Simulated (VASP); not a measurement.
# Al (Fm-3m) in VASP: a series of runs

Runs on Al. Level: PBE. Tasks: single point.

All numbers are computed with VASP 6.6.1; they aren't measurements. Logs are shortened: lines on timing, memory, paths and dates and some standing lists are left out, and cuts for length are marked.

## (1) The cell of the first run

The structure is cubic, space group Fm-3m (No. 225). The conventional cell has a = 3.916 Å, b = 3.916 Å, c = 3.916 Å, α = 90.00°, β = 90.00°, γ = 90.00°. Within 3.6 Å of Al (site symmetry m-3m) lie 12 Al at 2.77 Å.

## (2) Single point, PBE (volume scaled by 0.91)

Contents of INCAR:

```
SYSTEM = Al
PREC     = Accurate       ! precision mode
ENCUT    = 500            ! plane-wave cutoff, eV
EDIFF    = 1E-6           ! SCF threshold, eV
ISMEAR   = 0              ! smearing method
SIGMA    = 0.1            ! smearing width, eV
LREAL    = .False.        ! projectors in reciprocal space
LASPH    = .True.         ! aspherical terms in the spheres
NELM     = 120            ! most SCF steps
ALGO     = Normal         ! electronic algorithm
ISIF     = 2              ! what is computed and relaxed
LWAVE    = .False.        ! write WAVECAR
LCHARG   = .False.        ! write CHGCAR
GGA      = PE             ! functional
NBANDS   = 8              ! bands
GGA_COMPAT= .False.
```

Contents of KPOINTS:

```
regular mesh
0
Gamma
  18 18 18
  0 0 0
```

Contents of POSCAR:

```
Al
1.0
    0.0000000000      1.9580444823      1.9580444823
    1.9580444823      0.0000000000      1.9580444823
    1.9580444823      1.9580444823      0.0000000000
Al
1
Direct
    0.0000000000      0.0000000000      0.0000000000
```

Potentials or basis: VASP PAW PBE potentials, release 64 (Al).

Launch:

```
> cat potpaw_PBE.64/Al/POTCAR > POTCAR
> mpirun -np 1 vasp_std > vasp.out
```

OUTCAR:

```text
SYSTEM = Al
   PREC = Accurate
   ENCUT = 500
   EDIFF = 1E-6
   ISMEAR = 0
   LREAL = .False.
   LASPH = .True.
   NELM = 120
   ISIF = 2
   GGA = PE

 ion  position               nearest neighbor table
   1  0.000  0.000  0.000-

  LATTYP: Found a face centered cubic cell.
 ALAT       =     3.9160889646

  Lattice vectors:

 A1 = (   0.0000000000,   1.9580444823,   1.9580444823)
 A2 = (   1.9580444823,   0.0000000000,   1.9580444823)
 A3 = (   1.9580444823,   1.9580444823,   0.0000000000)

Analysis of symmetry for initial positions (statically):
[... 6 lines left out ...]

 Subroutine GETGRP returns: Found 48 space group operations
 (whereof 48 operations were pure point group operations)
 out of a pool of 48 trial point group operations.

The static configuration has the point symmetry O_h .

Analysis of symmetry for dynamics (positions and initial velocities):
[... 6 lines left out ...]

 Subroutine GETGRP returns: Found 48 space group operations
 (whereof 48 operations were pure point group operations)
 out of a pool of 48 trial point group operations.

The dynamic configuration has the point symmetry O_h .

 Subroutine INISYM returns: Found 48 space group operations
 (whereof 48 operations are pure point group operations),
 and found     1 'primitive' translations

----------------------------------------------------------------------------------------

                                     Primitive cell

  volume of cell :      15.0140

  direct lattice vectors                    reciprocal lattice vectors
     0.000000000  1.958044482  1.958044482    -0.255356814  0.255356814  0.255356814
     1.958044482  0.000000000  1.958044482     0.255356814 -0.255356814  0.255356814
     1.958044482  1.958044482  0.000000000     0.255356814  0.255356814 -0.255356814

  length of vectors
     2.769093063  2.769093063  2.769093063     0.442290975  0.442290975  0.442290975

  position of ions in fractional coordinates (direct lattice)
     0.000000000  0.000000000  0.000000000

  ion indices of the primitive-cell ions
   primitive index   ion index
                 1           1

----------------------------------------------------------------------------------------

 KPOINTS: regular mesh

Automatic generation of k-mesh.
 Grid dimensions read from file:
 generate k-points for:   18   18   18

 Generating k-lattice:

  Cartesian coordinates                     Fractional coordinates (reciprocal lattice)
    -0.014186490  0.014186490  0.014186490     0.055555556  0.000000000  0.000000000
     0.014186490 -0.014186490  0.014186490     0.000000000  0.055555556  0.000000000
     0.014186490  0.014186490 -0.014186490     0.000000000  0.000000000  0.055555556

  Length of vectors
     0.024571721  0.024571721  0.024571721

  Shift w.r.t. Gamma in fractional coordinates (k-lattice)
     0.000000000  0.000000000  0.000000000

 Subroutine IBZKPT returns following result:
 ===========================================

 Found    195 irreducible k-points:

 Following reciprocal coordinates:
            Coordinates               Weight
  0.000000  0.000000  0.000000      1.000000
  0.055556  0.000000  0.000000      8.000000
  0.111111  0.000000  0.000000      8.000000
  0.166667  0.000000  0.000000      8.000000
  0.222222  0.000000  0.000000      8.000000
  0.277778  0.000000  0.000000      8.000000
[... 16 lines left out ...]
 -0.277778  0.055556  0.000000     24.000000
 -0.222222  0.055556  0.000000     24.000000
 [... further k-points ...]
   k-points           NKPTS =    195   k-points in BZ     NKDIM =    195   number of bands    NBANDS=      8
   number of dos      NEDOS =    301   number of ions     NIONS =      1
   total plane-waves  NPLWV =   8000
   dimension x,y,z NGX =    20 NGY =   20 NGZ =   20
   dimension x,y,z NGXF=    40 NGYF=   40 NGZF=   40
   ions per type =               1
   NGX,Y,Z   is equivalent  to a cutoff of  12.01, 12.01, 12.01 a.u.
   NGXF,Y,Z  is equivalent  to a cutoff of  24.01, 24.01, 24.01 a.u.
 SYSTEM =  Al
   PREC   = accura    normal or accurate (medium, high low for compatibility)
   ISTART =      0    job   : 0-new  1-cont  2-samecut
   ICHARG =      2    charge: 1-file 2-atom 10-const
   ISPIN  =      1    spin polarized calculation?
   LNONCOLLINEAR =      F non collinear calculations
   LSORBIT =      F    spin-orbit coupling
   LASPH  =      T    aspherical Exc in radial PAW
   ENCUT  =  500.0 eV  36.75 Ry    6.06 a.u.   5.05  5.05  5.05*2*pi/ulx,y,z
   NELM   =    120;   NELMIN=  2; NELMDL= -5     # of ELM steps
   EDIFF  = 0.1E-05   stopping-criterion for ELM
   LREAL  =      F    real-space projection
   EDIFFG = 0.1E-04   stopping-criterion for IOM
   NSW    =      0    number of steps for IOM
   IBRION =     -1    ionic relax: 0-MD 1-quasi-New 2-CG
   NFREE  =      0    steps in history (QN), initial steepest desc. (CG)
   ISIF   =      2    stress and relaxation
   ISYM   =      2    0-nonsym 1-usesym 2-fastsym
   POTIM  = 0.5000    time-step for ionic-motion
   TEBEG  =    0.0;   TEEND  =   0.0 temperature during run
   PSTRESS=    0.0 pullay stress
   NELECT =       3.0000    total number of electrons
   NUPDOWN=      -1.0000    fix difference up-down
   EMIN   =  10.00;   EMAX   =-10.00  energy-range for DOS
   EFERMI =   0.00;   METHOD = LEGACY
   ISMEAR =     0;   SIGMA  =   0.10  broadening in eV -4-tet -1-fermi 0-gaus
   EFERMI_NEDOS =   21; number of points for ismear=-14 and -15
   IALGO  =     38    algorithm
   IMIX   =      4    mixing-type and parameters
     AMIX     =   0.40;   BMIX     =  1.00
     AMIX_MAG =   1.60;   BMIX_MAG =  1.00
  volume/ion in A,a.u.               =      15.01       101.32
  Fermi-wavevector in a.u.,A,eV,Ry     =   0.957082  1.808624 12.463030  0.916007
  Thomas-Fermi vector in A             =   2.086069
   LORBIT       =      0    0 simple, 1 ext, 2 COOP (PROOUT), +10 PAW based schemes
   GGA     = PE    functional components
   LHFCALC =     F    Hartree Fock is set to
   AEXX    =    0.0000 exact exchange contribution
   IVDW    =     0    specifies the selected vdW correction
   LEPSILON=     F    determine dielectric tensor
   LRPA    =     F    only Hartree local field effects (RPA)
 non-spin polarized calculation
 Gauss-broadening in eV      SIGMA  =   0.10
  energy-cutoff  :      500.00
  volume of cell :       15.01
 maximum number of plane-waves:       392
   NGX =  9   NGY =  9   NGZ =  9

 number of electron       3.0000000 magnetization

 Free energy of the ion-electron system (eV)
  ---------------------------------------------------
  ext. energy  EPLUGINS =         0.00000000
  ---------------------------------------------------
  free energy    TOTEN  =        -3.70684706 eV

  energy without entropy =       -3.70420678  energy(sigma->0) =       -3.70552692

 E-fermi :   9.0188     XC(G=0): -10.5428

 val. band max:        9.0039699546   @ k =  -0.2222   0.3889   0.1667
 cond. band min:       9.0403376029   @ k =  -0.3333   0.3889   0.0556
 fundamental gap:      0.0363676483
 Fermi energy:         9.0187811125

 k-point     1 :       0.0000    0.0000    0.0000
  band No.  band energies     occupation
      1      -2.7819      2.00000
      2      22.1773      0.00000
      3      22.1773      0.00000
      4      22.1773      0.00000
      5      24.4139      0.00000
      6      24.4139      0.00000
      7      24.4139      0.00000
      8      26.1885      0.00000

 k-point     2 :       0.0556    0.0000    0.0000
  band No.  band energies     occupation
      1      -2.6926      2.00000
      2      20.6999      0.00000
      3      21.9377      0.00000
      4      21.9377      0.00000
      5      24.7971      0.00000
      6      24.7971      0.00000
      7      24.8324      0.00000
      8      27.1813      0.00000

 k-point     3 :       0.1111    0.0000    0.0000
  band No.  band energies     occupation
      1      -2.4250      2.00000
      2      18.3829      0.00000
      3      21.4825      0.00000
      4      21.4825      0.00000
      5      24.7892      0.00000
      6      25.6651      0.00000
      7      25.6651      0.00000
      8      27.8722      0.00000

 k-point     4 :       0.1667    0.0000    0.0000
  band No.  band energies     occupation
      1      -1.9803      2.00000
      2      16.0299      0.00000
      3      21.0557      0.00000
      4      21.0557      0.00000
      5      24.5696      0.00000
      6      26.2708      0.00000
      7      26.2708      0.00000
      8      27.1873      0.00000

 k-point     5 :       0.2222    0.0000    0.0000
  band No.  band energies     occupation
      1      -1.3603      2.00000
      2      13.7526      0.00000
      3      20.7327      0.00000
      4      20.7327      0.00000
      5      24.3579      0.00000
      6      25.2718      0.00000
      7      25.2718      0.00000
      8      28.3414      0.00000

 k-point     6 :       0.2778    0.0000    0.0000
  band No.  band energies     occupation
      1      -0.5675      2.00000
      2      11.5866      0.00000
      3      20.5367      0.00000
      4      20.5367      0.00000
      5      24.2020      0.00000
      6      24.2020      0.00000
      7      24.2281      0.00000
      8      28.4425      0.00000

 k-point     7 :       0.3333    0.0000    0.0000
  band No.  band energies     occupation
      1       0.3948      2.00000
      2       9.5488      0.00000
      3      20.4757      0.00000
      4      20.4757      0.00000
      5      23.2514      0.00000
      6      23.2514      0.00000
      7      24.2179      0.00000
      8      27.4739      0.00000
[... 133 lines left out ...]
 k-point    20 :      -0.4444    0.0556    0.0000
  band No.  band energies     occupation
      1       3.3405      2.00000
      2       5.4322      2.00000
      3      19.1142      0.00000
      4      20.3563      0.00000
      5      21.9448      0.00000
      6      22.2533      0.00000
      7      25.4682      0.00000
      8      26.5867      0.00000

 k-point    21 :      -0.3889    0.0556    0.0000
  band No.  band energies     occupation
      1       2.0102      2.00000
      2       7.1222      2.00000
      3      18.8397      0.00000
      4      20.9672      0.00000
      5      21.9853      0.00000
      6      22.5772      0.00000
      7      25.1468      0.00000
      8      27.2384      0.00000

 k-point    22 :      -0.3333    0.0556    0.0000
  band No.  band energies     occupation
      1       0.8297      2.00000
      2       8.9697      1.51231
      3      18.7129      0.00000
      4      21.6014      0.00000
      5      21.9855      0.00000
      6      23.3532      0.00000
      7      24.9645      0.00000
      8      28.0225      0.00000

 k-point    23 :      -0.2778    0.0556    0.0000
  band No.  band energies     occupation
      1      -0.1876      2.00000
      2      10.9578      0.00000
      3      18.7351      0.00000
      4      21.7585      0.00000
      5      22.7475      0.00000
      6      24.2456      0.00000
      7      24.9424      0.00000
      8      28.8568      0.00000

 k-point    24 :      -0.2222    0.0556    0.0000
  band No.  band energies     occupation
      1      -1.0368      2.00000
      2      13.0747      0.00000
      3      18.9064      0.00000
      4      21.8994      0.00000
      5      23.7924      0.00000
      6      24.8931      0.00000
      7      25.4090      0.00000
      8      27.7082      0.00000

 [... further k-points ...]
[... 5 lines left out ...]
  --------------------------------------------------------------------------------------
  -------------------------------------------------------------------------------------
  Total        0.8351245      0.8351245      0.8351245     -0.0000000     -0.0000000      0.0000000
  in kB       89.1177424     89.1177424     89.1177424     -0.0000000     -0.0000000      0.0000000
  external PRESSURE =      89.1177424 kB  Pullay stress =       0.0000000 kB

 VOLUME and BASIS-vectors are now :
 -----------------------------------------------------------------------------
  energy-cutoff  :      500.00
  volume of cell :       15.01
      direct lattice vectors                 reciprocal lattice vectors
     0.000000000  1.958044482  1.958044482    -0.255356814  0.255356814  0.255356814
     1.958044482  0.000000000  1.958044482     0.255356814 -0.255356814  0.255356814
     1.958044482  1.958044482  0.000000000     0.255356814  0.255356814 -0.255356814

 POSITION                                       TOTAL-FORCE (eV/Angst)
 -----------------------------------------------------------------------------------
      0.00000      0.00000      0.00000         0.000000      0.000000     -0.000000
 -----------------------------------------------------------------------------------
    total drift:                                0.000000      0.000000      0.000000

  FREE ENERGIE OF THE ION-ELECTRON SYSTEM (eV)
  ---------------------------------------------------
  free  energy   TOTEN  =        -3.7068470572 eV

  energy  without entropy=       -3.7042067778  energy(sigma->0) =       -3.70552692
```

Wall time 17 s (1 thread of Intel Xeon 8259CL, shared host); peak memory 0.13 GiB.

What came out:

```yaml
Free_energy: -3.7068 eV
Pressure: 8.9 GPa
```

Levels at points of the mesh, in eV from the Fermi level:
```tsv
k point	band 1	band 2	band 3	band 4	band 5	band 6
(0.00, 0.00, 0.00)	-11.80	13.16	13.16	13.16	15.40	15.40
(0.50, 0.00, 0.00)	-4.97	-4.51	11.91	11.91	12.46	12.46
(0.50, 0.50, 0.00)	-3.15	-1.63	5.28	6.06	6.06	10.02
```

## (3) Single point, PBE (volume scaled by 0.94)

Contents of INCAR:

```
SYSTEM = Al
ALGO = Normal
EDIFF = 1E-6
ENCUT = 500
GGA = PE
GGA_COMPAT = .FALSE.
ISIF = 2
ISMEAR = 0
LASPH = .TRUE.
LCHARG = .FALSE.
LREAL = .FALSE.
LWAVE = .FALSE.
NBANDS = 8
NELM = 120
PREC = Accurate
SIGMA = 0.1
```

Contents of KPOINTS:

```
k-points
0
G
  18 18 18
  0 0 0
```

Contents of POSCAR:

```
Al
1.0
    0.0000000000      1.9793292421      1.9793292421
    1.9793292421      0.0000000000      1.9793292421
    1.9793292421      1.9793292421      0.0000000000
Al
1
Direct
    0.0000000000      0.0000000000      0.0000000000
```

Potentials or basis: VASP PAW PBE potentials, release 64 (Al).

Launch:

```
> cat potpaw_PBE.64/Al/POTCAR > POTCAR
> mpirun -np 1 vasp_std > vasp.out
```

It took 17 s on 1 thread of Intel Xeon 8259CL, shared host; peak memory 0.13 GiB.

Results (log left out):

```yaml
Free_energy: -3.7288 eV
Pressure: 5.4 GPa
```

Levels at points of the mesh, in eV from the Fermi level:
```
           k point  band 1  band 2  band 3  band 4
(0.00, 0.00, 0.00)  -11.57   12.97   12.97   12.97
(0.50, 0.00, 0.00)   -4.84   -4.46   11.75   11.75
(0.50, 0.50, 0.00)   -3.07   -1.62    5.28    5.90
```

(Continued in part 2 of 2.)
